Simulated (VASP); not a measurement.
Write the native input for VASP 6.6.1 that does the following.

| Quantity | Value |
| --- | --- |
| Task | electric field gradients |
| Functional | PBEsol |
| Potentials or basis | VASP PAW PBE potentials, release 64 (Ta_pv) |
| Cutoff | 520 eV |
| k mesh | 17 × 17 × 17 |
| Occupations | fermi-dirac, width 0.08 eV |
| Spin | no spin polarisation |
| Dipole correction | no |
| Further INCAR settings | ALGO = Normal; EDIFF = 1e-08; NBANDS = 12 |

The structure of Ta lies in POSCAR:

```
Ta
1.0
   -1.6567660204      1.6567660204      1.6567660204
    1.6567660204     -1.6567660204      1.6567660204
    1.6567660204      1.6567660204     -1.6567660204
Ta
1
Direct
    0.0000000000      0.0000000000      0.0000000000
```

This cell differs from its parent crystal: volume scaled by 1.01.

The input as run:

INCAR

```
SYSTEM = Ta
ALGO = Normal
EDIFF = 1E-8
ENCUT = 520
GGA = PS
ISIF = 2
ISMEAR = -1
LASPH = .TRUE.
LCHARG = .FALSE.
LEFG = .TRUE.
LREAL = .FALSE.
LWAVE = .FALSE.
NBANDS = 12
NELM = 60
PREC = Accurate
SIGMA = 0.08
```

KPOINTS

```
k-points
0
G
  17 17 17
  0 0 0
```

Potentials or basis: VASP PAW PBE potentials, release 64 (Ta_pv).

Command:

```bash
$ cat potpaw_PBE.64/Ta_pv/POTCAR > POTCAR
$ mpirun -np 1 vasp_std > vasp.out
```

It gave:

The pressure is -5.6 GPa.

Caveat: without QUAD_EFG the Cq values of the log hold for a quadrupole moment of 1 mb, not for the nuclei; the PAW data sets were made with another functional, which shifts forces and pressure a little.

It took 48 s on 1 thread of AMD EPYC 7R13, on a shared host, peak memory 0.14 GiB.
